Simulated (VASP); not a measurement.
Hg: single point with PBEsol+D3(BJ)

Crystal: Hg.

```xyz
2
Lattice="3.1146 0.0000 0.0000 -1.5573 2.6973 0.0000 0.0000 0.0000 5.7834" Properties=species:S:1:pos:R:3 pbc="T T T"
Hg    1.5573    0.8991    4.3376
Hg    0.0000    1.7982    1.4459
```

* Program: VASP 6.6.1
* Task: single point
* Functional: PBEsol
* Dispersion: D3(BJ)
* Potentials or basis: VASP PAW PBE potentials, release 64 (Hg)
* Cutoff: 520 eV
* k mesh: 18 × 18 × 10
* Occupations: gaussian, width 0.15 eV
* Spin: no spin polarisation

```yaml
Pressure: -3.3 GPa
Band_gap_on_the_k_mesh: zero (bands 12 and 13 overlap by 2.21 eV)
Dispersion_energy_per_atom: -0.410 eV
```

Stress tensor (GPa, compression positive):
```
-2.78  0.00  0.00
 0.00 -2.78  0.00
 0.00  0.00 -4.44
```

Levels at points of the mesh, in eV from the Fermi level:
```tsv
k point	band 10	band 11	band 12	band 13	band 14	band 15
(0.00, 0.00, 0.00)	-5.77	-5.77	-2.82	-1.92	10.86	13.95
(0.50, 0.00, 0.00)	-5.42	-1.66	-1.65	2.01	2.09	3.88
(0.00, 0.00, 0.50)	-5.92	-5.92	-5.92	4.40	4.40	14.25
(0.50, 0.00, 0.50)	-5.43	-0.85	-0.85	-0.20	-0.20	8.25
```

It took 2.5 min on 1 thread of Oxide Virtual Turin-like Processor (shared host), peak memory 0.26 GiB.

Caveat: the cell stands under tension; the PAW data sets were made with another functional, which shifts forces and pressure a little; spin-orbit coupling is left out, which moves the levels of the heavy elements.
